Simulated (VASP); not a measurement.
Here is a VASP 6.6.1 calculation.

File INCAR:

```
ALGO = Normal
EDIFF = 1E-7
ENCUT = 520
GGA = RE
ISIF = 2
ISMEAR = -1
LASPH = T
LCHARG = F
LREAL = F
LWAVE = F
NBANDS = 12
NELM = 80
PREC = Accurate
SIGMA = 0.1
```

File KPOINTS:

```
k-points
0
Gamma
  18 18 18
```

File POSCAR:

```
Ag
1.0
    2.7859614019      0.0000000000      0.0000000000
    0.0000000000      2.7859614019      0.0000000000
    0.0000000000      0.0000000000      2.7859614019
Ag
1
Direct
    0.0000000000      0.0000000000      0.0000000000
```

Potentials or basis: VASP PAW PBE potentials, release 64 (Ag).

Launch:

```console
$ cat potpaw_PBE.64/Ag/POTCAR > POTCAR
$ mpirun -np 1 vasp_std > vasp.out
```

Task: Estimate the band gap on the k mesh.

Result: Zero (an odd number of electrons rules out a gap without spin polarisation).

Task: Predict the pressure.

Result: -0.1 GPa.

Caveat: the PAW data sets were made with another functional, which shifts forces and pressure a little.
